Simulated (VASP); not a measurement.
Runs of VASP 6.6.1 on Mg. The structure is that of space group Fm-3m (No. 225), or close to it. The cells are those of the table. The cell was built from a structure type or drawn by symmetry, and may not be a known phase.

```tsv
task	cell	k mesh	gap on the mesh (eV)	pressure (GPa)	relaxed volume (Å³/atom)
single point	a = 4.493 Å, angles 60.0°, 3 atoms	6 × 6 × 6	none	11.7	-
single point	a = 4.909 Å, angles 60.0°, 3 atoms	6 × 6 × 6	none	(a)	-
single point	a = 4.925 Å, angles 60.0°, 3 atoms	12 × 12 × 12	none	-0.1	-
relaxation of cell and atoms	relaxed from a = 4.909 Å, angles 60.0°, 3 atoms	12 × 12 × 12	none	0.0	28.10
relaxation of cell and atoms	relaxed from a = 4.493 Å, angles 60.0°, 3 atoms	6 × 6 × 6	none	0.0	28.10
```

Alike in all rows: level PBE; potentials or basis VASP PAW PBE potentials, release 64 (Mg); no spin polarisation; cutoff (eV) 600; smearing gaussian 0.1 eV.

Fill in the values left out.

(a) 0.2.

Caveats: the cell stands under pressure (at least some runs); the volume moved by over 15 % at a fixed basis, so the end points are rough (at least some runs).

A gap of «none» marks levels without a gap at the run's occupations.
